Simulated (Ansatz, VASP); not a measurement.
**One calculation of Ti, two programs**

```
Ti
1.0
     0.00000    2.03000    2.09090
     2.03000    0.00000    2.09090
     2.03000    2.03000    0.00000
Ti
1
Direct
  0.00000 0.00000 0.00000
```

Change from the starting cell: zz strain of +3 %, PAW files.

Alike in both runs: task electric field gradients; functional LDA; k mesh 15 × 15 × 15; occupations fermi-dirac, width 0.05 eV; no spin polarisation.

|  | VASP | Ansatz |
| --- | --- | --- |
| version | VASP 6.6.1 | Ansatz 0.2.0 |
| potentials or method | VASP PAW LDA potentials, release 64 (Ti_sv) | PAW with Ansatz's default frozen-core files, scalar-relativistic |
| plane-wave cutoff (eV) | 520 | 420 |
| valence electrons in the cell | 12 | 12 |

|  | VASP | Ansatz | Ansatz less VASP |
| --- | --- | --- | --- |
| pressure (GPa) | -7.9 | -7.8 | +0.09 |
| traceless stress, the component that is largest in VASP (GPa) | -0.58 | -0.58 | -0.002 |
| size of Vzz on the site where it differs most (V/Å²) | 3.2 | 3.4 | +0.16 |

LDA's correlation is that of Perdew and Zunger in VASP and of Perdew and Wang (1992) in Ansatz.
